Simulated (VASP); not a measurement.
# Si (I4_1/amd) in VASP: single point with PBEsol

Aim: the single point of Si with PBEsol.

Everything below comes from runs of VASP 6.6.1. Logs are shortened: lines on timing, memory, paths and dates and some standing lists are left out, and cuts for length are marked.

### Step 1. The cell of the first run

The structure is tetragonal, space group I4_1/amd (No. 141). Conventional cell: a = 4.639 Å, b = 4.639 Å, c = 2.531 Å, α = 90.00°, β = 90.00°, γ = 90.00°. Si (site symmetry -4m2) has 10 Si at 2.40 to 3.00 Å within 3.2 Å.

### Step 2. Single point, PBEsol

File INCAR:

```
PREC     = Accurate       # precision mode
ENCUT    = 520            # plane-wave cutoff, eV
EDIFF    = 1E-6           # SCF threshold, eV
ISMEAR   = 0              # smearing method
SIGMA    = 0.05           # smearing width, eV
LREAL    = F              # projectors in reciprocal space
LASPH    = T              # aspherical terms in the spheres
NELM     = 60             # most SCF steps
ALGO     = Normal         # electronic algorithm
ISIF     = 2              # what is computed and relaxed
LWAVE    = F              # write WAVECAR
LCHARG   = T              # write CHGCAR
GGA      = PS             # functional
LELF     = T              # ELF
LVHAR    = T            
NBANDS   = 11             # bands
```

File KPOINTS:

```
regular mesh
0
Gamma
  20 20 20
```

File POSCAR:

```
Si
1.0
   -2.3196484957      2.3196484957      1.2652699547
    2.3196484957     -2.3196484957      1.2652699547
    2.3196484957      2.3196484957     -1.2652699547
Si
2
Direct
    0.0000000000      0.0000000000      0.0000000000
    0.7500000000      0.2500000000      0.5000000000
```

Potentials or basis: VASP PAW PBE potentials, release 64 (Si).

The run is started by

```console
> cat potpaw_PBE.64/Si/POTCAR > POTCAR
> mpirun -np 1 vasp_std > vasp.out
```

OUTCAR:

```text
PREC = Accurate
   ENCUT = 520
   EDIFF = 1E-6
   ISMEAR = 0
   LREAL = F
   LASPH = T
   NELM = 60
   ISIF = 2
   GGA = PS

 ion  position               nearest neighbor table
   1  0.000  0.000  0.000-   2 2.40   2 2.40   2 2.40   2 2.40   2 3.00   2 3.00   2 3.00   2 3.00

   2  0.750  0.250  0.500-   1 2.40   1 2.40   1 2.40   1 2.40   1 3.00   1 3.00   1 3.00   1 3.00

  LATTYP: Found a body centered tetragonal cell.
 ALAT       =     4.6392969914
 C/A-ratio  =     0.5454576230

  Lattice vectors:

 A1 = (  -2.3196484957,   2.3196484957,   1.2652699547)
 A2 = (   2.3196484957,  -2.3196484957,   1.2652699547)
 A3 = (   2.3196484957,   2.3196484957,  -1.2652699547)

Analysis of symmetry for initial positions (statically):
=====================================================================
 Subroutine PRICEL returns:
 Original cell was already a primitive cell.

 Routine SETGRP: Setting up the symmetry group for a
 body centered tetragonal supercell.

 Subroutine GETGRP returns: Found 16 space group operations
 (whereof  8 operations were pure point group operations)
 out of a pool of 16 trial point group operations.

The static configuration has the point symmetry D_2d.
 The point group associated with its full space group is D_4h.

Analysis of symmetry for dynamics (positions and initial velocities):
=====================================================================
 Subroutine PRICEL returns:
 Original cell was already a primitive cell.

 Routine SETGRP: Setting up the symmetry group for a
 body centered tetragonal supercell.

 Subroutine GETGRP returns: Found 16 space group operations
 (whereof  8 operations were pure point group operations)
 out of a pool of 16 trial point group operations.

The dynamic configuration has the point symmetry D_2d.
 The point group associated with its full space group is D_4h.

 Subroutine INISYM returns: Found 16 space group operations
 (whereof  8 operations are pure point group operations),
 and found     1 'primitive' translations

----------------------------------------------------------------------------------------

                                     Primitive cell

  volume of cell :      27.2325

  direct lattice vectors                    reciprocal lattice vectors
    -2.319648496  2.319648496  1.265269955     0.000000000  0.215549899  0.395172586
     2.319648496 -2.319648496  1.265269955     0.215549899  0.000000000  0.395172586
     2.319648496  2.319648496 -1.265269955     0.215549899  0.215549899  0.000000000

  length of vectors
     3.516027068  3.516027068  3.516027068     0.450136792  0.450136792  0.304833591

  position of ions in fractional coordinates (direct lattice)
     0.000000000  0.000000000  0.000000000
     0.750000000  0.250000000  0.500000000

  ion indices of the primitive-cell ions
   primitive index   ion index
                 1           1
                 2           2

----------------------------------------------------------------------------------------

 KPOINTS: regular mesh

Automatic generation of k-mesh.
 Grid dimensions read from file:
 generate k-points for:   20   20   20

 Generating k-lattice:

  Cartesian coordinates                     Fractional coordinates (reciprocal lattice)
     0.000000000  0.010777495  0.019758629     0.050000000  0.000000000 -0.000000000
     0.010777495  0.000000000  0.019758629     0.000000000  0.050000000 -0.000000000
     0.010777495  0.010777495  0.000000000     0.000000000  0.000000000  0.050000000

  Length of vectors
     0.022506840  0.022506840  0.015241680

  Shift w.r.t. Gamma in fractional coordinates (k-lattice)
     0.000000000  0.000000000  0.000000000

 Subroutine IBZKPT returns following result:
 ===========================================

 Found    641 irreducible k-points:

 Following reciprocal coordinates:
            Coordinates               Weight
  0.000000  0.000000  0.000000      1.000000
  0.050000  0.000000  0.000000      8.000000
  0.100000 -0.000000  0.000000      8.000000
  0.150000  0.000000  0.000000      8.000000
  0.200000 -0.000000  0.000000      8.000000
  0.250000 -0.000000  0.000000      8.000000
[... 16 lines left out ...]
 -0.400000  0.050000  0.000000     16.000000
 -0.350000  0.050000  0.000000     16.000000
 [... further k-points ...]
   k-points           NKPTS =    641   k-points in BZ     NKDIM =    641   number of bands    NBANDS=     11
   number of dos      NEDOS =    301   number of ions     NIONS =      2
   total plane-waves  NPLWV =  21952
   dimension x,y,z NGX =    28 NGY =   28 NGZ =   28
   dimension x,y,z NGXF=    56 NGYF=   56 NGZF=   56
   ions per type =               2
   NGX,Y,Z   is equivalent  to a cutoff of  13.24, 13.24, 13.24 a.u.
   NGXF,Y,Z  is equivalent  to a cutoff of  26.48, 26.48, 26.48 a.u.
 SYSTEM =  unknown system
   PREC   = accura    normal or accurate (medium, high low for compatibility)
   ISTART =      0    job   : 0-new  1-cont  2-samecut
   ICHARG =      2    charge: 1-file 2-atom 10-const
   ISPIN  =      1    spin polarized calculation?
   LNONCOLLINEAR =      F non collinear calculations
   LSORBIT =      F    spin-orbit coupling
   LASPH  =      T    aspherical Exc in radial PAW
   ENCUT  =  520.0 eV  38.22 Ry    6.18 a.u.   6.54  6.54  6.54*2*pi/ulx,y,z
   NELM   =     60;   NELMIN=  2; NELMDL= -5     # of ELM steps
   EDIFF  = 0.1E-05   stopping-criterion for ELM
   LREAL  =      F    real-space projection
   EDIFFG = 0.1E-04   stopping-criterion for IOM
   NSW    =      0    number of steps for IOM
   IBRION =     -1    ionic relax: 0-MD 1-quasi-New 2-CG
   NFREE  =      0    steps in history (QN), initial steepest desc. (CG)
   ISIF   =      2    stress and relaxation
   ISYM   =      2    0-nonsym 1-usesym 2-fastsym
   POTIM  = 0.5000    time-step for ionic-motion
   TEBEG  =    0.0;   TEEND  =   0.0 temperature during run
   PSTRESS=    0.0 pullay stress
   NELECT =       8.0000    total number of electrons
   NUPDOWN=      -1.0000    fix difference up-down
   EMIN   =  10.00;   EMAX   =-10.00  energy-range for DOS
   EFERMI =   0.00;   METHOD = LEGACY
   ISMEAR =     0;   SIGMA  =   0.05  broadening in eV -4-tet -1-fermi 0-gaus
   EFERMI_NEDOS =   21; number of points for ismear=-14 and -15
   IALGO  =     38    algorithm
   IMIX   =      4    mixing-type and parameters
     AMIX     =   0.40;   BMIX     =  1.00
     AMIX_MAG =   1.60;   BMIX_MAG =  1.00
  volume/ion in A,a.u.               =      13.62        91.89
  Fermi-wavevector in a.u.,A,eV,Ry     =   1.088284  2.056559 16.114229  1.184362
  Thomas-Fermi vector in A             =   2.224462
   LORBIT       =      0    0 simple, 1 ext, 2 COOP (PROOUT), +10 PAW based schemes
   GGA     = PS    functional components
   LHFCALC =     F    Hartree Fock is set to
   AEXX    =    0.0000 exact exchange contribution
   IVDW    =     0    specifies the selected vdW correction
   LEPSILON=     F    determine dielectric tensor
   LRPA    =     F    only Hartree local field effects (RPA)
 non-spin polarized calculation
 Gauss-broadening in eV      SIGMA  =   0.05
  energy-cutoff  :      520.00
  volume of cell :       27.23
 maximum number of plane-waves:       751
 NGX is ok and might be reduce to    28
   NGX = 13   NGY = 13   NGZ = 13

 number of electron       8.0000001 magnetization

 Free energy of the ion-electron system (eV)
  ---------------------------------------------------
  ext. energy  EPLUGINS =         0.00000000
  ---------------------------------------------------
  free energy    TOTEN  =       -11.00806917 eV

  energy without entropy =      -11.00730211  energy(sigma->0) =      -11.00768564

 E-fermi :  10.5841     XC(G=0): -11.4270

 val. band max:       10.5779715465   @ k =  -0.3500   0.1000   0.0000
 cond. band min:      10.5940050215   @ k =   0.4000   0.3000   0.0000
 fundamental gap:      0.0160334750
 Fermi energy:        10.5840742291

 k-point     1 :       0.0000    0.0000    0.0000
  band No.  band energies     occupation
      1      -4.1755      2.00000
      2       7.7898      2.00000
      3       7.7898      2.00000
      4       8.7754      2.00000
      5      11.5742      0.00000
      6      18.5533      0.00000
      7      20.3349      0.00000
      8      20.3349      0.00000
      9      20.9944      0.00000
     10      21.2675      0.00000
     11      22.2953      0.00000

 k-point     2 :       0.0500    0.0000    0.0000
  band No.  band energies     occupation
      1      -4.1022      2.00000
      2       7.5544      2.00000
      3       7.7465      2.00000
      4       9.1333      2.00000
      5      11.7531      0.00000
      6      18.1716      0.00000
      7      19.5625      0.00000
      8      20.2606      0.00000
      9      20.3815      0.00000
     10      21.6169      0.00000
     11      22.5578      0.00000

 k-point     3 :       0.1000   -0.0000    0.0000
  band No.  band energies     occupation
      1      -3.8825      2.00000
      2       7.2054      2.00000
      3       7.6488      2.00000
      4       9.8418      2.00000
      5      12.2551      0.00000
      6      17.2744      0.00000
      7      17.9072      0.00000
      8      19.8019      0.00000
      9      19.8410      0.00000
     10      20.6781      0.00000
     11      22.4737      0.00000
[... 267 lines left out ...]
 k-point    23 :      -0.4000    0.0500    0.0000
  band No.  band energies     occupation
      1      -0.3597      2.00000
      2       6.4372      2.00000
      3       7.4244      2.00000
      4       7.9708      2.00000
      5      11.4760      0.00000
      6      13.5572      0.00000
      7      15.3322      0.00000
      8      16.7460      0.00000
      9      18.0737      0.00000
     10      19.3272      0.00000
     11      23.7716      0.00000

 k-point    24 :      -0.3500    0.0500    0.0000
  band No.  band energies     occupation
      1      -1.3261      2.00000
      2       6.1912      2.00000
      3       7.6652      2.00000
      4       9.1632      2.00000
      5      12.4531      0.00000
      6      14.5168      0.00000
      7      15.2330      0.00000
      8      16.2061      0.00000
      9      17.8298      0.00000
     10      18.4523      0.00000
     11      23.0588      0.00000

 [... further k-points ...]

------------------------ aborting loop because EDIFF is reached ----------------------------------------

  FORCE on cell =-STRESS in cart. coord.  units (eV):
  Direction    XX          YY          ZZ          XY          YZ          ZX
  --------------------------------------------------------------------------------------
  -------------------------------------------------------------------------------------
  Total        2.4202830      2.4202830      2.4072998      0.0000000     -0.0000000      0.0000000
  in kB      142.3931798    142.3931798    141.6293350      0.0000000     -0.0000000      0.0000000
  external PRESSURE =     142.1385648 kB  Pullay stress =       0.0000000 kB

 VOLUME and BASIS-vectors are now :
 -----------------------------------------------------------------------------
  energy-cutoff  :      520.00
  volume of cell :       27.23
      direct lattice vectors                 reciprocal lattice vectors
    -2.319648496  2.319648496  1.265269955     0.000000000  0.215549899  0.395172586
     2.319648496 -2.319648496  1.265269955     0.215549899  0.000000000  0.395172586
     2.319648496  2.319648496 -1.265269955     0.215549899  0.215549899  0.000000000

 POSITION                                       TOTAL-FORCE (eV/Angst)
 -----------------------------------------------------------------------------------
      0.00000      0.00000      0.00000         0.000000     -0.000000     -0.000000
      0.00000      2.31965      0.63263        -0.000000      0.000000      0.000000
 -----------------------------------------------------------------------------------
    total drift:                                0.000000     -0.000000     -0.000000

  FREE ENERGIE OF THE ION-ELECTRON SYSTEM (eV)
  ---------------------------------------------------
  free  energy   TOTEN  =       -11.0080691662 eV

  energy  without entropy=      -11.0073021123  energy(sigma->0) =      -11.00768564
```

Run time: 3.6 min. Hardware: 1 thread of Intel Xeon Platinum 8375C at 2.90GHz (Ice Lake), shared host; peak memory 0.26 GiB.

What came out:

```yaml
Free_energy: -11.0081 eV
Pressure: 14.2 GPa
Band_gap_on_the_k_mesh: zero (band 4 reaches 13.08 eV, above the bottom of band 5 at 5.93 eV)
```

Levels at points of the mesh, in eV from the Fermi level:
```csv
k point,band 1,band 2,band 3,band 4,band 5,band 6,band 7,band 8,band 9
"(0.00, 0.00, 0.00)",-14.76,-2.79,-2.79,-1.81,0.99,7.97,9.75,9.75,10.41
"(0.50, 0.00, 0.00)",-7.81,-7.35,-2.33,-1.83,-1.25,0.72,4.97,5.73,9.67
"(0.50, 0.50, 0.00)",-11.44,-11.44,0.20,0.20,2.60,2.60,9.48,9.48,10.15
"(0.50, 0.50, 0.50)",-8.73,-8.73,-7.56,-7.56,6.47,6.47,14.37,14.37,14.74
```

Caveat: the PAW data sets were made with another functional, which shifts forces and pressure a little.
